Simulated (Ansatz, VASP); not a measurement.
# Two plane-wave programs on CrO2

File INCAR:

```
PREC = Accurate
ENCUT = 520
EDIFF = 1E-7
ISMEAR = -1
SIGMA = 0.1
LREAL = False
LASPH = True
NELM = 150
ALGO = Normal
ISIF = 2
LWAVE = False
LCHARG = False
ISPIN = 2
MAGMOM = 3 3 0 0 0 0
LORBIT = 11
LMAXMIX = 4
LDAU = True
LDAUTYPE = 2
LDAUL = 2 -1
LDAUU = 6 0
LDAUJ = 0 0
LDAUPRINT = 1
NBANDS = 37
```

The input KPOINTS:

```
Automatic mesh
0
Gamma
  5 5 7
```

POSCAR

```
CrO2
1.0
    4.4713430000      0.0000000000      0.0000000000
    0.0000000000      4.4713430000      0.0000000000
    0.0000000000      0.0000000000      2.9951760000
Cr O
2 4
Direct
    0.0000000000      0.5000000000      0.2384510000
    0.5000000000      0.0000000000      0.7615490000
    0.7017070000      0.2017070000      0.2536240000
    0.2982930000      0.7982930000      0.2536240000
    0.2017070000      0.2982930000      0.7463760000
    0.7982930000      0.7017070000      0.7463760000
```

Input for Ansatz:

```yaml
crystal:
  lattice:
    - [4.471343, 0.0, 0.0]
    - [0.0, 4.471343, 0.0]
    - [0.0, 0.0, 2.995176]
  atoms:
    - { symbol: Cr, position: [0.0, 0.5, 0.238451] }
    - { symbol: Cr, position: [0.5, 0.0, 0.761549] }
    - { symbol: O, position: [0.701707, 0.201707, 0.253624] }
    - { symbol: O, position: [0.298293, 0.798293, 0.253624] }
    - { symbol: O, position: [0.201707, 0.298293, 0.746376] }
    - { symbol: O, position: [0.798293, 0.701707, 0.746376] }
kpoints:
  mp_grid:
    grid: [5, 5, 7]
hamiltonian:
  xc: lda
  hubbard:
    - { species: Cr, l: d, u_eff: 6.0 }
magnetization:
  spin_polarized: true
  per_species:
    Cr: 3.0
scf:
  occupations:
    method: fermi_dirac
    width: 0.1
  mixing:
    ndim: 5
output:
  eigenvalues: true
```

Alike in both runs: task single point; functional LDA; k mesh 5 × 5 × 7; occupations fermi-dirac, width 0.1 eV; collinear spin; Hubbard terms Cr d U = 6.0 eV.

|  | VASP | Ansatz |
| --- | --- | --- |
| version | VASP 6.6.1 | Ansatz 0.2.0 |
| potentials or method | VASP PAW LDA potentials, release 64 (Cr_pv, O) | plane waves, PAW |
| plane-wave cutoff (eV) | 520 | 420 |
| valence electrons in the cell | 48 | 52 |

Ansatz gave:

```
gap on the k mesh at the Fermi level (eV)                     : none
net moment per atom (μB)                                      : 0.67
size of the moment on the site where the two differ most (μB) : 2.21
```

What did VASP give for the same quantities?

gap on the k mesh at the Fermi level (eV): none; net moment per atom (μB): 0.67; size of the moment on the site where the two differ most (μB): 2.53.

LDA's correlation is that of Perdew and Zunger in VASP and of Perdew and Wang (1992) in Ansatz. Site moments also hang on the region over which each program counts them. The programs project onto different local orbitals, so the same U acts differently, and such runs can settle in different states. A gap of «none» marks a metal or a gap that the smearing closes. VASP's potentials hold 48 valence electrons a cell and Ansatz's 52, so a difference there can come from the potentials and not from the codes. Ansatz's warnings: filled band counts differ across k points.
